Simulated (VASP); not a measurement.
A run of VASP 6.6.1 is set up as follows.

File POSCAR:

```
SiO2
1.0
    4.9890000000      0.0000000000      0.0000000000
    0.0000000000      4.9890000000      0.0000000000
    0.0000000000      0.0000000000      6.9910000000
Si O
4 8
Direct
    0.3028320336      0.3028320336      0.0000000000
    0.1971679664      0.8028320336      0.2500000000
    0.6971679664      0.6971679664      0.5000000000
    0.8028320336      0.1971679664      0.7500000000
    0.2377294418      0.1119442121      0.1825996763
    0.3880557879      0.7377294418      0.4325996763
    0.7622705582      0.8880557879      0.6825996763
    0.6119442121      0.2622705582      0.9325996763
    0.7377294418      0.3880557879      0.5674003237
    0.8880557879      0.7622705582      0.3174003237
    0.2622705582      0.6119442121      0.0674003237
    0.1119442121      0.2377294418      0.8174003237
```

The input INCAR.step1:

```
SYSTEM = SiO2
  PREC = Accurate
  ENCUT = 520
  ISMEAR = -1
  SIGMA = 0.02
  LREAL = .FALSE.
  LASPH = .TRUE.
  NELM = 60
  NBANDS = 44
  GGA = PE
  ALGO = Normal
  EDIFF = 1E-4
  LWAVE = .TRUE.
  LCHARG = .FALSE.
```

File INCAR.step2:

```
SYSTEM = SiO2
  PREC = Accurate
  ENCUT = 520
  EDIFF = 1E-8
  ISMEAR = -1
  SIGMA = 0.02
  LREAL = .FALSE.
  LASPH = .TRUE.
  NELM = 60
  ALGO = Normal
  ISIF = 2
  LWAVE = .FALSE.
  LCHARG = .FALSE.
  METAGGA = R2SCAN
  LMIXTAU = .TRUE.
  LEFG = .TRUE.
  NBANDS = 44
  ISTART = 1
```

The input KPOINTS:

```
Automatic mesh
0
G
  4 4 3
  0 0 0
```

Potentials or basis: VASP PAW PBE potentials, release 64 (Si, O).

Launch:

```console
$ cat potpaw_PBE.64/Si/POTCAR potpaw_PBE.64/O/POTCAR > POTCAR
$ cp INCAR.step1 INCAR
$ mpirun -np 1 vasp_std > vasp.out
$ cp INCAR.step2 INCAR
$ mpirun -np 1 vasp_std > vasp.out
```

**Question.** Estimate the band gap on the k mesh.

**Answer.** 6.24 eV.

**Question.** Predict the pressure.

**Answer.** -3.5 GPa.

**Question.** Predict the largest force.

**Answer.** 0.285 eV/Å.

Forces in eV/Å, atoms in the order of the input:
```
Si   0.050  0.050  0.000
Si  -0.050  0.050  0.000
Si  -0.050 -0.050  0.000
Si   0.050 -0.050  0.000
O    0.036 -0.152 -0.238
O    0.152  0.036 -0.238
O   -0.036  0.152 -0.238
O   -0.152 -0.036 -0.238
O    0.036  0.152  0.238
O    0.152 -0.036  0.238
O   -0.036 -0.152  0.238
O   -0.152  0.036  0.238
```

Caveat: the cell stands under tension; without QUAD_EFG the Cq values of the log hold for a quadrupole moment of 1 mb, not for the nuclei; the PAW data sets were made with another functional, which shifts forces and pressure a little.
